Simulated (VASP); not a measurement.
# Al2O3 (P-6m2) in VASP: further runs

Al2O3 is run at these levels: LDA; tasks: single point.

All numbers are computed with VASP 6.6.1; they aren't measurements. Logs are shortened: lines on timing, memory, paths and dates and some standing lists are left out, and cuts for length are marked.

## Step 1: The cell of the first run

The structure is hexagonal, space group P-6m2 (No. 187). Conventional cell: a = 2.654 Å, b = 2.654 Å, c = 9.710 Å, α = 90.00°, β = 90.00°, γ = 120.00°. Al (site symmetry 3m) has 6 O at 1.69 to 2.11 Å within 2.2 Å. Within 2.2 Å of O (site symmetry 3m) lie 3 Al at 1.69 Å. O (site symmetry -6m2) has 6 Al at 2.11 Å and 12 O at 2.65 Å within 2.8 Å.

## Step 2: Single point, LDA (strain -0.080 along x and y, +0.040 along z)

The input, INCAR:

```
SYSTEM = Al2O3
ALGO = Normal
EDIFF = 1E-7
ENCUT = 520
ISIF = 2
ISMEAR = 0
LASPH = .TRUE.
LCHARG = .TRUE.
LELF = .TRUE.
LREAL = .FALSE.
LVHAR = .TRUE.
LWAVE = .FALSE.
NBANDS = 20
NELM = 80
PREC = Accurate
SIGMA = 0.05
```

The input, KPOINTS:

```
k-points
0
G
  9 9 4
  0 0 0
```

The input, POSCAR:

```
Al2O3
1.0
    2.6535789524      0.0000000000      0.0000000000
   -1.3267894762      2.2980667837      0.0000000000
    0.0000000000      0.0000000000      9.7102246384
Al O
2 3
Direct
    0.0000000000      0.0000000000      0.1499923300
    0.0000000000      0.0000000000      0.8500076700
    0.3333333333      0.6666666667      0.2223169200
    0.6666666667      0.3333333333      0.0000000000
    0.3333333333      0.6666666667      0.7776830800
```

Potentials or basis: VASP PAW LDA potentials, release 64 (Al, O).

Run with:

```bash
cat potpaw_LDA.64/Al/POTCAR potpaw_LDA.64/O/POTCAR > POTCAR
mpirun -np 1 vasp_std > vasp.out
```

OUTCAR:

```text
SYSTEM = Al2O3
   EDIFF = 1E-7
   ENCUT = 520
   ISIF = 2
   ISMEAR = 0
   LASPH = .TRUE.
   LREAL = .FALSE.
   NELM = 80
   PREC = Accurate

 ion  position               nearest neighbor table
   1  0.000  0.000  0.150-   3 1.69   3 1.69   3 1.69   4 2.11   4 2.11   4 2.11   2 2.91
   2  0.000  0.000  0.850-   5 1.69   5 1.69   5 1.69   4 2.11   4 2.11   4 2.11   1 2.91
   3  0.333  0.667  0.222-   1 1.69   1 1.69   1 1.69
   4  0.667  0.333  0.000-   1 2.11   2 2.11   1 2.11   2 2.11   1 2.11   2 2.11
   5  0.333  0.667  0.778-   2 1.69   2 1.69   2 1.69

  LATTYP: Found a hexagonal cell.
 ALAT       =     2.6535789524
 C/A-ratio  =     3.6592936606

  Lattice vectors:

 A1 = (   2.6535789524,   0.0000000000,   0.0000000000)
 A2 = (  -1.3267894762,   2.2980667837,   0.0000000000)
 A3 = (   0.0000000000,   0.0000000000,   9.7102246384)

Analysis of symmetry for initial positions (statically):
=====================================================================
 Subroutine PRICEL returns:
 Original cell was already a primitive cell.

 Routine SETGRP: Setting up the symmetry group for a
 hexagonal supercell.

 Subroutine GETGRP returns: Found 12 space group operations
 (whereof 12 operations were pure point group operations)
 out of a pool of 24 trial point group operations.

The static configuration has the point symmetry D_3h.

Analysis of symmetry for dynamics (positions and initial velocities):
=====================================================================
 Subroutine PRICEL returns:
 Original cell was already a primitive cell.

 Routine SETGRP: Setting up the symmetry group for a
 hexagonal supercell.

 Subroutine GETGRP returns: Found 12 space group operations
 (whereof 12 operations were pure point group operations)
 out of a pool of 24 trial point group operations.

The dynamic configuration has the point symmetry D_3h.

 Subroutine INISYM returns: Found 12 space group operations
 (whereof 12 operations are pure point group operations),
 and found     1 'primitive' translations

----------------------------------------------------------------------------------------

                                     Primitive cell

  volume of cell :      59.2139

  direct lattice vectors                    reciprocal lattice vectors
     2.653578952  0.000000000  0.000000000     0.376849537  0.217574182  0.000000000
    -1.326789476  2.298066784  0.000000000     0.000000000  0.435148363  0.000000000
     0.000000000  0.000000000  9.710224638     0.000000000  0.000000000  0.102984229

  length of vectors
     2.653578952  2.653578952  9.710224638     0.435148363  0.435148363  0.102984229

  position of ions in fractional coordinates (direct lattice)
     0.000000000  0.000000000  0.149992330
     0.000000000  0.000000000  0.850007670
     0.333333333  0.666666667  0.222316920
     0.666666667  0.333333333  0.000000000
     0.333333333  0.666666667  0.777683080

  ion indices of the primitive-cell ions
   primitive index   ion index
                 1           1
                 2           2
                 3           3
                 4           4
                 5           5

----------------------------------------------------------------------------------------

 KPOINTS: k-points

Automatic generation of k-mesh.
 Grid dimensions read from file:
 generate k-points for:    9    9    4

 Generating k-lattice:

  Cartesian coordinates                     Fractional coordinates (reciprocal lattice)
     0.041872171  0.024174909  0.000000000     0.111111111 -0.000000000  0.000000000
     0.000000000  0.048349818  0.000000000     0.000000000  0.111111111  0.000000000
     0.000000000  0.000000000  0.025746057     0.000000000  0.000000000  0.250000000

  Length of vectors
     0.048349818  0.048349818  0.025746057

  Shift w.r.t. Gamma in fractional coordinates (k-lattice)
     0.000000000  0.000000000  0.000000000

 Subroutine IBZKPT returns following result:
 ===========================================

 Found     36 irreducible k-points:

 Following reciprocal coordinates:
            Coordinates               Weight
  0.000000  0.000000  0.000000      1.000000
  0.111111 -0.000000  0.000000      6.000000
  0.222222  0.000000  0.000000      6.000000
  0.333333 -0.000000  0.000000      6.000000
  0.444444  0.000000  0.000000      6.000000
  0.111111  0.111111  0.000000      6.000000
[... 16 lines left out ...]
  0.333333  0.222222  0.250000     24.000000
  0.333333  0.333333  0.250000      4.000000
 [... further k-points ...]
   k-points           NKPTS =     36   k-points in BZ     NKDIM =     36   number of bands    NBANDS=     20
   number of dos      NEDOS =    301   number of ions     NIONS =      5
   total plane-waves  NPLWV =  28800
   dimension x,y,z NGX =    20 NGY =   20 NGZ =   72
   dimension x,y,z NGXF=    40 NGYF=   40 NGZF=  144
   ions per type =               2   3
   NGX,Y,Z   is equivalent  to a cutoff of  12.53, 12.53, 12.33 a.u.
   NGXF,Y,Z  is equivalent  to a cutoff of  25.06, 25.06, 24.65 a.u.
 SYSTEM =  Al2O3
   PREC   = accura    normal or accurate (medium, high low for compatibility)
   ISTART =      0    job   : 0-new  1-cont  2-samecut
   ICHARG =      2    charge: 1-file 2-atom 10-const
   ISPIN  =      1    spin polarized calculation?
   LNONCOLLINEAR =      F non collinear calculations
   LSORBIT =      F    spin-orbit coupling
   LASPH  =      T    aspherical Exc in radial PAW
   ENCUT  =  520.0 eV  38.22 Ry    6.18 a.u.   4.93  4.93 18.05*2*pi/ulx,y,z
   NELM   =     80;   NELMIN=  2; NELMDL= -5     # of ELM steps
   EDIFF  = 0.1E-06   stopping-criterion for ELM
   LREAL  =      F    real-space projection
   EDIFFG = 0.1E-05   stopping-criterion for IOM
   NSW    =      0    number of steps for IOM
   IBRION =     -1    ionic relax: 0-MD 1-quasi-New 2-CG
   NFREE  =      0    steps in history (QN), initial steepest desc. (CG)
   ISIF   =      2    stress and relaxation
   ISYM   =      2    0-nonsym 1-usesym 2-fastsym
   POTIM  = 0.5000    time-step for ionic-motion
   TEBEG  =    0.0;   TEEND  =   0.0 temperature during run
   PSTRESS=    0.0 pullay stress
   NELECT =      24.0000    total number of electrons
   NUPDOWN=      -1.0000    fix difference up-down
   EMIN   =  10.00;   EMAX   =-10.00  energy-range for DOS
   EFERMI =   0.00;   METHOD = LEGACY
   ISMEAR =     0;   SIGMA  =   0.05  broadening in eV -4-tet -1-fermi 0-gaus
   EFERMI_NEDOS =   21; number of points for ismear=-14 and -15
   IALGO  =     38    algorithm
   IMIX   =      4    mixing-type and parameters
     AMIX     =   0.40;   BMIX     =  1.00
     AMIX_MAG =   1.60;   BMIX_MAG =  1.00
  volume/ion in A,a.u.               =      11.84        79.92
  Fermi-wavevector in a.u.,A,eV,Ry     =   1.211539  2.289476 19.970983  1.467826
  Thomas-Fermi vector in A             =   2.347051
   LORBIT       =      0    0 simple, 1 ext, 2 COOP (PROOUT), +10 PAW based schemes
   GGA     = CA    functional components
   LHFCALC =     F    Hartree Fock is set to
   AEXX    =    0.0000 exact exchange contribution
   IVDW    =     0    specifies the selected vdW correction
   LEPSILON=     F    determine dielectric tensor
   LRPA    =     F    only Hartree local field effects (RPA)
 non-spin polarized calculation
 Gauss-broadening in eV      SIGMA  =   0.05
  energy-cutoff  :      520.00
  volume of cell :       59.21
 maximum number of plane-waves:      1632
 NGX is ok and might be reduce to    20
   NGX =  9   NGY =  9   NGZ = 37

 number of electron      23.9999992 magnetization

 Free energy of the ion-electron system (eV)
  ---------------------------------------------------
  ext. energy  EPLUGINS =         0.00000000
  ---------------------------------------------------
  free energy    TOTEN  =       -39.06400483 eV

  energy without entropy =      -39.06400483  energy(sigma->0) =      -39.06400483

 E-fermi :   1.8217     XC(G=0):  -9.2415

 val. band max:        1.5449854229   @ k =   0.0000   0.0000   0.0000
 cond. band min:       7.7485253380   @ k =   0.0000   0.0000   0.0000
 fundamental gap:      6.2035399150
 Fermi energy:         1.8216958265

 k-point     1 :       0.0000    0.0000    0.0000
  band No.  band energies     occupation
      1     -18.1205      2.00000
      2     -17.3186      2.00000
      3     -15.6895      2.00000
      4      -4.8106      2.00000
      5      -1.6543      2.00000
      6       0.0061      2.00000
[... 12 lines left out ...]
     19      17.1060      0.00000
     20      18.5071      0.00000

 k-point     2 :       0.1111   -0.0000    0.0000
  band No.  band energies     occupation
      1     -17.9196      2.00000
      2     -17.1534      2.00000
      3     -15.5747      2.00000
      4      -4.6438      2.00000
      5      -1.6630      2.00000
      6      -0.7554      2.00000
[... 12 lines left out ...]
     19      16.4544      0.00000
     20      17.5735      0.00000

 k-point     3 :       0.2222    0.0000    0.0000
  band No.  band energies     occupation
      1     -17.3568      2.00000
      2     -16.7048      2.00000
      3     -15.2796      2.00000
      4      -4.2931      2.00000
      5      -2.4458      2.00000
      6      -2.0055      2.00000
[... 12 lines left out ...]
     19      15.8303      0.00000
     20      16.1288      0.00000

 k-point     4 :       0.3333   -0.0000    0.0000
  band No.  band energies     occupation
      1     -16.5725      2.00000
      2     -16.1262      2.00000
      3     -14.9608      2.00000
      4      -4.5510      2.00000
      5      -3.9627      2.00000
      6      -2.9284      2.00000
[... 429 lines left out ...]
 k-point    23 :       0.3333    0.2222    0.2500
  band No.  band energies     occupation
      1     -15.6327      2.00000
      2     -15.5226      2.00000
      3     -14.7240      2.00000
      4      -4.7536      2.00000
      5      -4.4014      2.00000
      6      -3.5218      2.00000
[... 12 lines left out ...]
     19      15.5061      0.00000
     20      16.0746      0.00000

 k-point    24 :       0.3333    0.3333    0.2500
  band No.  band energies     occupation
      1     -15.4331      2.00000
      2     -15.4080      2.00000
      3     -14.6897      2.00000
      4      -4.4788      2.00000
      5      -4.1347      2.00000
      6      -3.4167      2.00000
[... 12 lines left out ...]
     19      15.5908      0.00000
     20      16.1214      0.00000

 [... further k-points ...]

------------------------ aborting loop because EDIFF is reached ----------------------------------------

  FORCE on cell =-STRESS in cart. coord.  units (eV):
  Direction    XX          YY          ZZ          XY          YZ          ZX
  --------------------------------------------------------------------------------------
  -------------------------------------------------------------------------------------
  Total       15.0663848     15.0663848     -2.5310093      0.0000000      0.0000000      0.0000000
  in kB      407.6577474    407.6577474    -68.4826224      0.0000000      0.0000000      0.0000000
  external PRESSURE =     248.9442908 kB  Pullay stress =       0.0000000 kB

 VOLUME and BASIS-vectors are now :
 -----------------------------------------------------------------------------
  energy-cutoff  :      520.00
  volume of cell :       59.21
      direct lattice vectors                 reciprocal lattice vectors
     2.653578952  0.000000000  0.000000000     0.376849537  0.217574182  0.000000000
    -1.326789476  2.298066784  0.000000000     0.000000000  0.435148363  0.000000000
     0.000000000  0.000000000  9.710224638     0.000000000  0.000000000  0.102984229

 POSITION                                       TOTAL-FORCE (eV/Angst)
 -----------------------------------------------------------------------------------
      0.00000      0.00000      1.45646        -0.000000      0.000000     -2.801188
      0.00000      0.00000      8.25377        -0.000000     -0.000000      2.801188
     -0.00000      1.53204      2.15875         0.000000     -0.000000      1.322340
      1.32679      0.76602      0.00000        -0.000000     -0.000000      0.000000
     -0.00000      1.53204      7.55148         0.000000     -0.000000     -1.322340
 -----------------------------------------------------------------------------------
    total drift:                               -0.000000      0.000000     -0.000000

  FREE ENERGIE OF THE ION-ELECTRON SYSTEM (eV)
  ---------------------------------------------------
  free  energy   TOTEN  =       -39.0640048348 eV

  energy  without entropy=      -39.0640048348  energy(sigma->0) =      -39.06400483
```

Wall time 88 s (1 thread of Intel Xeon 8259CL, shared host); peak memory 0.17 GiB.

Results:

```
Free energy            : -39.0640 eV
Pressure               : 24.9 GPa
Largest force          : 2.801 eV/Å
Band gap on the k mesh : 6.20 eV
```

Forces on the atoms (eV/Å):
```
Al   0.000  0.000 -2.801
Al   0.000  0.000  2.801
O    0.000  0.000  1.322
O    0.000  0.000  0.000
O    0.000  0.000 -1.322
```

Stress tensor (GPa, compression positive):
```
40.77  0.00  0.00
 0.00 40.77  0.00
 0.00  0.00 -6.85
```

Levels at points of the mesh, in eV from the valence-band top:
```
           k point  band 10  band 11  band 12  band 13  band 14  band 15
(0.00, 0.00, 0.00)    -1.10     0.00     0.00     6.20     8.36     9.20
(0.00, 0.00, 0.50)    -1.13     0.00     0.00     6.46     7.67     9.60
```

Caveat: the cell differs from its parent crystal (strain -0.080 along x and y, +0.040 along z); the cell stands under pressure; an odd mesh through Γ misses points on the zone boundary, where band edges can lie; forces of over 1 eV/Å act on the atoms, so gaps and moduli don't describe the material at rest.

## Step 3: Single point, LDA (strain -0.040 along x and y, -0.040 along z)

The input, INCAR:

```
SYSTEM = Al2O3
PREC     = Accurate       ! precision mode
ENCUT    = 520            ! plane-wave cutoff, eV
EDIFF    = 1E-6           ! SCF threshold, eV
ISMEAR   = 0              ! smearing method
SIGMA    = 0.05           ! smearing width, eV
LREAL    = .FALSE.        ! projectors in reciprocal space
LASPH    = .TRUE.         ! aspherical terms in the spheres
NELM     = 80             ! most SCF steps
ALGO     = Normal         ! electronic algorithm
ISIF     = 2              ! what is computed and relaxed
LWAVE    = .FALSE.        ! write WAVECAR
LCHARG   = .FALSE.        ! write CHGCAR
NBANDS   = 20             ! bands
```

The input, KPOINTS:

```
regular mesh
0
G
  9 9 4
  0 0 0
```

POSCAR, as its differences from that of step 2:

```diff
@@ -2,5 +2,5 @@
 1.0
-    2.6535789524      0.0000000000      0.0000000000
-   -1.3267894762      2.2980667837      0.0000000000
-    0.0000000000      0.0000000000      9.7102246384
+    2.7689519504      0.0000000000      0.0000000000
+   -1.3844759752      2.3979827309      0.0000000000
+    0.0000000000      0.0000000000      8.9632842816
 Al O
```

Potentials or basis: VASP PAW LDA potentials, release 64 (Al, O).

Run with:

```bash
cat potpaw_LDA.64/Al/POTCAR potpaw_LDA.64/O/POTCAR > POTCAR
mpirun -np 1 vasp_std > vasp.out
```

OUTCAR:

```text
SYSTEM = Al2O3
   PREC = Accurate
   ENCUT = 520
   EDIFF = 1E-6
   ISMEAR = 0
   LREAL = .FALSE.
   LASPH = .TRUE.
   NELM = 80
   ISIF = 2

 ion  position               nearest neighbor table
   1  0.000  0.000  0.150-   3 1.73   3 1.73   3 1.73   4 2.09   4 2.09   4 2.09   2 2.69
   2  0.000  0.000  0.850-   5 1.73   5 1.73   5 1.73   4 2.09   4 2.09   4 2.09   1 2.69
   3  0.333  0.667  0.222-   1 1.73   1 1.73   1 1.73
   4  0.667  0.333  0.000-   1 2.09   2 2.09   1 2.09   2 2.09   1 2.09   2 2.09
[... 759 lines left out ...]
  -------------------------------------------------------------------------------------
  Total        6.4478756      6.4478756      3.2212539      0.0000000     -0.0000000      0.0000000
  in kB      173.5795643    173.5795643     86.7175296      0.0000000     -0.0000000      0.0000000
  external PRESSURE =     144.6255527 kB  Pullay stress =       0.0000000 kB

 VOLUME and BASIS-vectors are now :
 -----------------------------------------------------------------------------
  energy-cutoff  :      520.00
  volume of cell :       59.52
      direct lattice vectors                 reciprocal lattice vectors
     2.768951950  0.000000000  0.000000000     0.361147473  0.208508591  0.000000000
    -1.384475975  2.397982731  0.000000000     0.000000000  0.417017182  0.000000000
     0.000000000  0.000000000  8.963284282     0.000000000  0.000000000  0.111566248

 POSITION                                       TOTAL-FORCE (eV/Angst)
 -----------------------------------------------------------------------------------
      0.00000      0.00000      1.34442        -0.000000      0.000000     -0.483427
      0.00000      0.00000      7.61886        -0.000000      0.000000      0.483427
     -0.00000      1.59866      1.99269         0.000000     -0.000000      1.158168
      1.38448      0.79933      0.00000         0.000000      0.000000      0.000000
     -0.00000      1.59866      6.97059        -0.000000     -0.000000     -1.158168
 -----------------------------------------------------------------------------------
    total drift:                                0.000000     -0.000000      0.000000

  FREE ENERGIE OF THE ION-ELECTRON SYSTEM (eV)
  ---------------------------------------------------
  free  energy   TOTEN  =       -39.9404731758 eV

  energy  without entropy=      -39.9404731758  energy(sigma->0) =      -39.94047318
```

It took 1.8 min on 1 thread of Intel Xeon 8259CL, shared host; peak memory 0.17 GiB.

What came out:

```
Free energy            : -39.9405 eV
Pressure               : 14.5 GPa
Largest force          : 1.158 eV/Å
Band gap on the k mesh : 5.82 eV (least direct gap 6.16 eV)
```

Forces in eV/Å, atoms in the order of the input:
```
Al   0.000  0.000 -0.483
Al   0.000  0.000  0.483
O    0.000  0.000  1.158
O    0.000  0.000  0.000
O    0.000  0.000 -1.158
```

Stress tensor (GPa, compression positive):
```
17.36  0.00  0.00
 0.00 17.36  0.00
 0.00  0.00  8.67
```

Levels at points of the mesh, in eV from the valence-band top:
| k point | band 10 | band 11 | band 12 | band 13 | band 14 | band 15 |
| --- | --- | --- | --- | --- | --- | --- |
| (0.00, 0.00, 0.00) | -0.62 | -0.62 | -0.34 | 5.82 | 7.93 | 9.02 |
| (0.00, 0.00, 0.50) | -0.62 | -0.62 | -0.41 | 6.04 | 7.59 | 8.76 |

Caveat: the cell differs from its parent crystal (strain -0.040 along x and y, -0.040 along z); the cell stands under pressure; an odd mesh through Γ misses points on the zone boundary, where band edges can lie; forces of over 1 eV/Å act on the atoms, so gaps and moduli don't describe the material at rest.

(Part 1 of 2 ends here.)
